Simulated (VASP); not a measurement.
# Pt (Fm-3m) in VASP: single point with r2SCAN

Aim: the single point of Pt with r2SCAN.

Everything below comes from runs of VASP 6.6.1. Logs are shortened: lines on timing, memory, paths and dates and some standing lists are left out, and cuts for length are marked.

**1. The cell of the first run**

Symmetry: Fm-3m, No. 225, cubic system. The conventional cell has a = 3.916 Å, b = 3.916 Å, c = 3.916 Å, α = 90.00°, β = 90.00°, γ = 90.00°. Within 3.6 Å of Pt (site symmetry m-3m) lie 12 Pt at 2.77 Å.

**2. Single point, r2SCAN**

Contents of POSCAR:

```
Pt
1.0
    0.0000000000     -1.9579000000     -1.9579000000
    0.0000000000      1.9579000000     -1.9579000000
    3.9158000000      0.0000000000      0.0000000000
Pt
2
Direct
    0.5000000000      0.5000000000      0.5000000000
    0.0000000000      0.0000000000      0.0000000000
```

Contents of INCAR.step1:

```
SYSTEM = Pt
PREC = Accurate
ENCUT = 550
ISMEAR = 0
SIGMA = 0.15
LREAL = .False.
LASPH = .True.
NELM = 120
NBANDS = 17
GGA = PE
ALGO = Normal
EDIFF = 1E-5
LWAVE = .True.
LCHARG = .False.
GGA_COMPAT = .False.
```

Contents of INCAR.step2:

```
SYSTEM = Pt
PREC = Accurate
ENCUT = 550
EDIFF = 1E-6
ISMEAR = 0
SIGMA = 0.15
LREAL = .False.
LASPH = .True.
NELM = 120
ALGO = Normal
ISIF = 2
LWAVE = .False.
LCHARG = .False.
METAGGA = R2SCAN
LMIXTAU = .True.
NBANDS = 17
ISTART = 1
GGA_COMPAT = .False.
```

Contents of KPOINTS:

```
Automatic mesh
0
Gamma
  18 18 12
  0 0 0
```

Potentials or basis: VASP PAW PBE potentials, release 64 (Pt).

On the command line:

```sh
cat potpaw_PBE.64/Pt/POTCAR > POTCAR
cp INCAR.step1 INCAR
mpirun -np 1 vasp_std > vasp.out
cp INCAR.step2 INCAR
mpirun -np 1 vasp_std > vasp.out
```

OUTCAR:

```text
SYSTEM = Pt
   PREC = Accurate
   ENCUT = 550
   EDIFF = 1E-6
   ISMEAR = 0
   LREAL = .False.
   LASPH = .True.
   NELM = 120
   ISIF = 2
   METAGGA = R2SCAN
   ISTART = 1

 ion  position               nearest neighbor table
   1  0.500  0.500  0.500-   2 2.77   2 2.77   2 2.77   2 2.77   2 2.77   2 2.77   2 2.77   2 2.77

   2  0.000  0.000  0.000-   1 2.77   1 2.77   1 2.77   1 2.77   1 2.77   1 2.77   1 2.77   1 2.77

  LATTYP: Found a simple tetragonal cell.
 ALAT       =     2.7688887338
 C/A-ratio  =     1.4142135624

  Lattice vectors:

 A1 = (   0.0000000000,  -1.9579000000,  -1.9579000000)
 A2 = (   0.0000000000,   1.9579000000,  -1.9579000000)
 A3 = (   3.9158000000,   0.0000000000,   0.0000000000)

Analysis of symmetry for initial positions (statically):
=====================================================================
 Subroutine PRICEL returns following result:

  LATTYP: Found a face centered cubic cell.
 ALAT       =     3.9158000000

  Lattice vectors:

 A1 = (  -1.9579000000,   0.0000000000,   1.9579000000)
 A2 = (  -1.9579000000,  -1.9579000000,   0.0000000000)
 A3 = (  -0.0000000000,  -1.9579000000,   1.9579000000)

   2 primitive cells build up your supercell.

 Routine SETGRP: Setting up the symmetry group for a
 simple tetragonal supercell.

 Subroutine GETGRP returns: Found 16 space group operations
 (whereof 16 operations were pure point group operations)
 out of a pool of 16 trial point group operations.

The static configuration has the point symmetry D_4h.

Analysis of symmetry for dynamics (positions and initial velocities):
=====================================================================
 Subroutine PRICEL returns following result:

  LATTYP: Found a face centered cubic cell.
 ALAT       =     3.9158000000

  Lattice vectors:

 A1 = (  -1.9579000000,   0.0000000000,   1.9579000000)
 A2 = (  -1.9579000000,  -1.9579000000,   0.0000000000)
 A3 = (  -0.0000000000,  -1.9579000000,   1.9579000000)

   2 primitive cells build up your supercell.

 Routine SETGRP: Setting up the symmetry group for a
 simple tetragonal supercell.

 Subroutine GETGRP returns: Found 16 space group operations
 (whereof 16 operations were pure point group operations)
 out of a pool of 16 trial point group operations.

The dynamic configuration has the point symmetry D_4h.

 Subroutine INISYM returns: Found 16 space group operations
 (whereof 16 operations are pure point group operations),
 and found     2 'primitive' translations

----------------------------------------------------------------------------------------

                                     Primitive cell

  volume of cell :      15.0107

  direct lattice vectors                    reciprocal lattice vectors
    -1.957900000  0.000000000  1.957900000    -0.255375658  0.255375658  0.255375658
    -1.957900000 -1.957900000  0.000000000    -0.255375658 -0.255375658 -0.255375658
    -0.000000000 -1.957900000  1.957900000     0.255375658 -0.255375658  0.255375658

  length of vectors
     2.768888734  2.768888734  2.768888734     0.442323614  0.442323614  0.442323614

  position of ions in fractional coordinates (direct lattice)
     0.000000000  0.000000000  0.000000000

  ion indices of the primitive-cell ions
   primitive index   ion index
                 1           1

----------------------------------------------------------------------------------------

 KPOINTS: Automatic mesh

Automatic generation of k-mesh.
 Grid dimensions read from file:
 generate k-points for:   18   18   12

 Generating k-lattice:

  Cartesian coordinates                     Fractional coordinates (reciprocal lattice)
     0.000000000 -0.014187537 -0.014187537     0.055555556  0.000000000  0.000000000
     0.000000000  0.014187537 -0.014187537     0.000000000  0.055555556  0.000000000
     0.021281305  0.000000000  0.000000000     0.000000000  0.000000000  0.083333333

  Length of vectors
     0.020064207  0.020064207  0.021281305

  Shift w.r.t. Gamma in fractional coordinates (k-lattice)
     0.000000000  0.000000000  0.000000000

 Subroutine IBZKPT returns following result:
 ===========================================

 Found    385 irreducible k-points:

 Following reciprocal coordinates:
            Coordinates               Weight
  0.000000  0.000000  0.000000      1.000000
  0.055556  0.000000  0.000000      4.000000
  0.111111  0.000000  0.000000      4.000000
  0.166667  0.000000  0.000000      4.000000
  0.222222  0.000000  0.000000      4.000000
  0.277778  0.000000  0.000000      4.000000
[... 16 lines left out ...]
  0.277778  0.111111  0.000000      8.000000
  0.333333  0.111111  0.000000      8.000000
 [... further k-points ...]
   k-points           NKPTS =    385   k-points in BZ     NKDIM =    385   number of bands    NBANDS=     17
   number of dos      NEDOS =    301   number of ions     NIONS =      2
   total plane-waves  NPLWV =  17280
   dimension x,y,z NGX =    24 NGY =   24 NGZ =   30
   dimension x,y,z NGXF=    48 NGYF=   48 NGZF=   60
   ions per type =               2
   NGX,Y,Z   is equivalent  to a cutoff of  14.41, 14.41, 12.74 a.u.
   NGXF,Y,Z  is equivalent  to a cutoff of  28.82, 28.82, 25.47 a.u.
 SYSTEM =  Pt
   PREC   = accura    normal or accurate (medium, high low for compatibility)
   ISTART =      1    job   : 0-new  1-cont  2-samecut
   ICHARG =      0    charge: 1-file 2-atom 10-const
   ISPIN  =      1    spin polarized calculation?
   LNONCOLLINEAR =      F non collinear calculations
   LSORBIT =      F    spin-orbit coupling
   LASPH  =      T    aspherical Exc in radial PAW
   ENCUT  =  550.0 eV  40.42 Ry    6.36 a.u.   5.29  5.29  7.49*2*pi/ulx,y,z
   NELM   =    120;   NELMIN=  2; NELMDL=  0     # of ELM steps
   EDIFF  = 0.1E-05   stopping-criterion for ELM
   LREAL  =      F    real-space projection
   EDIFFG = 0.1E-04   stopping-criterion for IOM
   NSW    =      0    number of steps for IOM
   IBRION =     -1    ionic relax: 0-MD 1-quasi-New 2-CG
   NFREE  =      0    steps in history (QN), initial steepest desc. (CG)
   ISIF   =      2    stress and relaxation
   ISYM   =      2    0-nonsym 1-usesym 2-fastsym
   POTIM  = 0.5000    time-step for ionic-motion
   TEBEG  =    0.0;   TEEND  =   0.0 temperature during run
   PSTRESS=    0.0 pullay stress
   NELECT =      20.0000    total number of electrons
   NUPDOWN=      -1.0000    fix difference up-down
   EMIN   =  10.00;   EMAX   =-10.00  energy-range for DOS
   EFERMI =   0.00;   METHOD = LEGACY
   ISMEAR =     0;   SIGMA  =   0.15  broadening in eV -4-tet -1-fermi 0-gaus
   EFERMI_NEDOS =   21; number of points for ismear=-14 and -15
   IALGO  =     38    algorithm
   IMIX   =      4    mixing-type and parameters
     AMIX     =   0.40;   BMIX     =  1.00
     AMIX_MAG =   1.60;   BMIX_MAG =  1.00
  volume/ion in A,a.u.               =      15.01       101.30
  Fermi-wavevector in a.u.,A,eV,Ry     =   1.429797  2.701924 27.814648  2.044319
  Thomas-Fermi vector in A             =   2.549712
   LORBIT       =      0    0 simple, 1 ext, 2 COOP (PROOUT), +10 PAW based schemes
   METAGGA = R2SCAN    functional components
   LHFCALC =     F    Hartree Fock is set to
   AEXX    =    0.0000 exact exchange contribution
   IVDW    =     0    specifies the selected vdW correction
   LEPSILON=     F    determine dielectric tensor
   LRPA    =     F    only Hartree local field effects (RPA)
 non-spin polarized calculation
 Gauss-broadening in eV      SIGMA  =   0.15
  energy-cutoff  :      550.00
  volume of cell :       30.02
 maximum number of plane-waves:       903
 NGX is ok and might be reduce to    24
   NGX = 11   NGY = 11   NGZ = 15

 number of electron      19.9999998 magnetization

 Free energy of the ion-electron system (eV)
  ---------------------------------------------------
  ext. energy  EPLUGINS =         0.00000000
  ---------------------------------------------------
  free energy    TOTEN  =      -103.00662197 eV

  energy without entropy =     -102.96518125  energy(sigma->0) =     -102.98590161

 E-fermi :  11.1061     XC(G=0): -14.6684

 val. band max:       11.1032738074   @ k =   0.2778   0.0000   0.4167
 cond. band min:      11.1066936152   @ k =   0.3889   0.0000   0.3333
 fundamental gap:      0.0034198078
 Fermi energy:        11.1060536502

 k-point     1 :       0.0000    0.0000    0.0000
  band No.  band energies     occupation
      1       0.5540      2.00000
      2       3.7515      2.00000
      3       4.1902      2.00000
      4       7.1595      2.00000
      5       7.1595      2.00000
      6       7.1599      2.00000
[... 9 lines left out ...]
     16      26.5734      0.00000
     17      31.7737      0.00000

 k-point     2 :       0.0556    0.0000    0.0000
  band No.  band energies     occupation
      1       0.6412      2.00000
      2       3.8140      2.00000
      3       4.2463      2.00000
      4       7.1152      2.00000
      5       7.1907      2.00000
      6       7.2042      2.00000
[... 9 lines left out ...]
     16      26.7093      0.00000
     17      31.3617      0.00000

 k-point     3 :       0.1111    0.0000    0.0000
  band No.  band energies     occupation
      1       0.8983      2.00000
      2       3.9788      2.00000
      3       4.4274      2.00000
      4       6.9910      2.00000
      5       7.2837      2.00000
      6       7.3250      2.00000
[... 9 lines left out ...]
     16      27.0970      0.00000
     17      30.4274      0.00000

 k-point     4 :       0.1667    0.0000    0.0000
  band No.  band energies     occupation
      1       1.3117      2.00000
      2       4.1974      2.00000
      3       4.7503      2.00000
      4       6.8111      2.00000
      5       7.4363      2.00000
      6       7.4812      2.00000
[... 9 lines left out ...]
     16      27.6725      0.00000
     17      29.3442      0.00000
[... 343 lines left out ...]
      1       2.1716      2.00000
      2       4.7318      2.00000
      3       5.3155      2.00000
      4       6.2905      2.00000
      5       7.7894      2.00000
      6       7.9056      2.00000
[... 9 lines left out ...]
     16      28.7467      0.00000
     17      28.8410      0.00000

 k-point    23 :       0.2778    0.1111    0.0000
  band No.  band energies     occupation
      1       2.7940      2.00000
      2       5.0092      2.00000
      3       5.7108      2.00000
      4       6.0879      2.00000
      5       7.3120      2.00000
      6       7.6374      2.00000
[... 9 lines left out ...]
     16      27.6234      0.00000
     17      29.1034      0.00000

 k-point    24 :       0.3333    0.1111    0.0000
  band No.  band energies     occupation
      1       3.4655      2.00000
      2       5.3121      2.00000
      3       5.9293      2.00000
      4       5.9653      2.00000
      5       6.8071      2.00000
      6       7.3600      2.00000
[... 9 lines left out ...]
     16      26.6512      0.00000
     17      28.4892      0.00000

 [... further k-points ...]

------------------------ aborting loop because EDIFF is reached ----------------------------------------

  FORCE on cell =-STRESS in cart. coord.  units (eV):
  Direction    XX          YY          ZZ          XY          YZ          ZX
  --------------------------------------------------------------------------------------
  -------------------------------------------------------------------------------------
  Total        1.1583891      1.1731614      1.1731614      0.0000000      0.0000000     -0.0000000
  in kB       61.8206476     62.6090113     62.6090113      0.0000000      0.0000000     -0.0000000
  external PRESSURE =      62.3462234 kB  Pullay stress =       0.0000000 kB

 VOLUME and BASIS-vectors are now :
 -----------------------------------------------------------------------------
  energy-cutoff  :      550.00
  volume of cell :       30.02
      direct lattice vectors                 reciprocal lattice vectors
     0.000000000 -1.957900000 -1.957900000     0.000000000 -0.255375658 -0.255375658
     0.000000000  1.957900000 -1.957900000     0.000000000  0.255375658 -0.255375658
     3.915800000  0.000000000  0.000000000     0.255375658  0.000000000  0.000000000

 POSITION                                       TOTAL-FORCE (eV/Angst)
 -----------------------------------------------------------------------------------
      1.95790      0.00000     -1.95790         0.000000     -0.000000      0.000000
      0.00000      0.00000      0.00000        -0.000000      0.000000     -0.000000
 -----------------------------------------------------------------------------------
    total drift:                               -0.000000      0.000000     -0.000000

  FREE ENERGIE OF THE ION-ELECTRON SYSTEM (eV)
  ---------------------------------------------------
  free  energy   TOTEN  =      -103.0066219691 eV

  energy  without entropy=     -102.9651812480  energy(sigma->0) =     -102.98590161
```

It took 18 min on 1 thread of Oxide Virtual Turin-like, shared host; peak memory 0.26 GiB.

Results:

```
Free energy            : -103.0066 eV
Pressure               : 6.2 GPa
Band gap on the k mesh : zero (bands 10 and 11 overlap by 1.71 eV)
```

Levels at points of the mesh, in eV from the Fermi level:
| k point | band 8 | band 9 | band 10 | band 11 | band 12 | band 13 |
| --- | --- | --- | --- | --- | --- | --- |
| (0.00, 0.00, 0.00) | -1.76 | -0.06 | 0.53 | 0.53 | 1.94 | 9.40 |
| (0.50, 0.00, 0.00) | -2.72 | -1.79 | -1.79 | 1.99 | 1.99 | 11.41 |
| (0.50, 0.50, 0.00) | 0.53 | 0.53 | 0.53 | 1.94 | 1.94 | 9.40 |
| (0.00, 0.00, 0.50) | -2.21 | -2.21 | -2.21 | -0.96 | -0.96 | 18.04 |
| (0.50, 0.00, 0.50) | -0.32 | 0.03 | 0.03 | 0.03 | 0.03 | 6.20 |
| (0.50, 0.50, 0.50) | -2.13 | 0.53 | 0.53 | 7.58 | 7.58 | 8.73 |

Caveat: the cell stands under pressure; the PAW data sets were made with another functional, which shifts forces and pressure a little; spin-orbit coupling is left out, which moves the levels of the heavy elements.
